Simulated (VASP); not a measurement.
## Be2H3: relaxation of cell and atoms with PBE

Be2H3:

```
Be H
1.0
     0.00000    2.70894    2.70894
     2.70894    0.00000    2.70894
     2.70894    2.70894    0.00000
Be H
4 6
Direct
  0.12500 0.12500 0.12500
  0.12500 0.12500 0.62500
  0.12500 0.62500 0.12500
  0.62500 0.12500 0.12500
  0.62500 0.62500 0.62500
  0.62500 0.62500 0.12500
  0.62500 0.12500 0.62500
  0.12500 0.62500 0.62500
  0.75000 0.75000 0.75000
  0.50000 0.50000 0.50000
```

```
Program                : VASP 6.6.1
Task                   : relaxation of cell and atoms
Functional             : PBE
Potentials or basis    : VASP PAW PBE potentials, release 64 (Be, H)
Cutoff                 : 600 eV
k mesh                 : 6 × 6 × 6
Occupations            : gaussian, width 0.1 eV
Spin                   : no spin polarisation
Dipole correction      : no
Further INCAR settings : ALGO = Normal; EDIFF = 1e-06; IBRION = 2; EDIFFG = -0.04; NSW = 90; ISIF = 3
```

| Item | Value |
| --- | --- |
| Relaxed volume | 5.60 Å³/atom |
| Relaxed cell | a = 4.294 Å, b = 4.294 Å, c = 4.294 Å, α = 60.00°, β = 60.00°, γ = 60.00° |
| Space group after relaxing (to 0.05 Å) | Fd-3m (No. 227) |
| Energy gained by relaxing | 235.4 meV/atom |
| Ionic steps | 4 |
| Pressure after relaxing | 0.3 GPa |
| Band gap on the k mesh | zero (band 7 reaches 7.25 eV, above the bottom of band 8 at 3.12 eV) |

The path:
| step | energy change (eV) | largest force (eV/Å) | pressure (GPa) | volume (Å³) |
| --- | --- | --- | --- | --- |
| 1 | 0.0000 | 0.0000 | 58.86 | 39.76 |
| 2 | -1.9928 | 0.0000 | 17.30 | 48.77 |
| 3 | -2.3366 | 0.0000 | 3.31 | 54.40 |
| 4 | -2.3545 | 0.0000 | 0.34 | 56.00 |

Final structure:
```cif
data_structure
_symmetry_space_group_name_H-M 'P 1'
_symmetry_Int_Tables_number 1
_cell_length_a 4.2944
_cell_length_b 4.2944
_cell_length_c 4.2944
_cell_angle_alpha 60.000
_cell_angle_beta 60.000
_cell_angle_gamma 60.000
_cell_volume 56.00
loop_
_atom_site_label
_atom_site_type_symbol
_atom_site_fract_x
_atom_site_fract_y
_atom_site_fract_z
_atom_site_occupancy
Be1 Be 0.12500 0.12500 0.12500 1
Be2 Be 0.12500 0.12500 0.62500 1
Be3 Be 0.12500 0.62500 0.12500 1
Be4 Be 0.62500 0.12500 0.12500 1
H1 H 0.62500 0.62500 0.62500 1
H2 H 0.62500 0.62500 0.12500 1
H3 H 0.62500 0.12500 0.62500 1
H4 H 0.12500 0.62500 0.62500 1
H5 H 0.75000 0.75000 0.75000 1
H6 H 0.50000 0.50000 0.50000 1
```

Levels at points of the mesh, in eV from the Fermi level:
| k point | band 4 | band 5 | band 6 | band 7 | band 8 | band 9 | band 10 | band 11 |
| --- | --- | --- | --- | --- | --- | --- | --- | --- |
| (0.00, 0.00, 0.00) | -2.69 | -2.69 | -2.69 | -2.32 | -1.81 | -1.81 | -1.81 | 1.52 |
| (0.50, 0.00, 0.00) | -4.30 | -4.09 | -4.09 | -0.69 | -0.69 | 1.96 | 2.53 | 2.53 |
| (0.50, 0.50, 0.00) | -5.71 | -5.36 | -5.36 | 2.32 | 2.32 | 3.72 | 3.72 | 5.35 |

Wall time 22 s on 1 thread of Intel(R) Xeon(R) Platinum 8559C (Emerald Rapids), with other jobs on the host, peak memory 0.17 GiB.

Caveat: the volume moved by over 15 % at a fixed basis, so the end points are rough.
